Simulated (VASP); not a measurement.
Crystal: ZrPbI6.

```
Zr Pb I
1.0
     0.00000    5.65927    5.65927
     5.65927    0.00000    5.65927
     5.65927    5.65927    0.00000
Zr Pb I
1 1 6
Direct
  0.50000 0.50000 0.50000
  0.00000 0.00000 0.00000
  0.74762 0.25238 0.25238
  0.25238 0.74762 0.74762
  0.25238 0.74762 0.25238
  0.74762 0.25238 0.74762
  0.25238 0.25238 0.74762
  0.74762 0.74762 0.25238
```

```yaml
Program: VASP 6.6.1
Task: relaxation of cell and atoms
Functional: PBEsol
Potentials_or_basis: VASP PAW PBE potentials, release 64 (Zr_sv, Pb_d, I)
Cutoff: 600 eV
k_mesh: 4 × 4 × 4
Occupations: fermi-dirac, width 0.03 eV
Spin: no spin polarisation
```

At the start: pressure 4.9 GPa; volume 45.31 Å³/atom.

**Question.** Where does the relaxation end?

**Answer.** Over 6 steps the energy falls by 157.3 meV/atom and the volume is 53.62 Å³/atom (+18.3 %); space group Fm-3m (No. 225, to 0.1 Å) before and after.

The path:
```tsv
step	energy change (eV)	largest force (eV/Å)	pressure (GPa)	volume (Å³)
1	0.0000	1.3177	4.92	362.50
2	-1.0542	0.7621	-1.08	440.55
3	-1.0725	0.7928	-0.55	428.99
4	-1.2241	0.3328	-0.03	424.49
5	-1.2488	0.0326	0.36	421.86
6	-1.2581	0.0068	0.02	428.93
```

Final structure:
```xyz
8
Lattice="0.0000 5.9857 5.9857 5.9857 0.0000 5.9857 5.9857 5.9857 0.0000" Properties=species:S:1:pos:R:3 pbc="T T T"
Zr    5.9857    5.9857    5.9857
Pb    5.9857    5.9857    0.0000
I     3.1555    5.9857    5.9857
I     8.8160    5.9857    5.9857
I     5.9857    3.1555    5.9857
I     5.9857    8.8160    5.9857
I     5.9857    5.9857    3.1555
I     5.9857    5.9857    8.8160
```

Caveat: the volume moved by over 15 % at a fixed basis, so the end points are rough; the PAW data sets were made with another functional, which shifts forces and pressure a little.
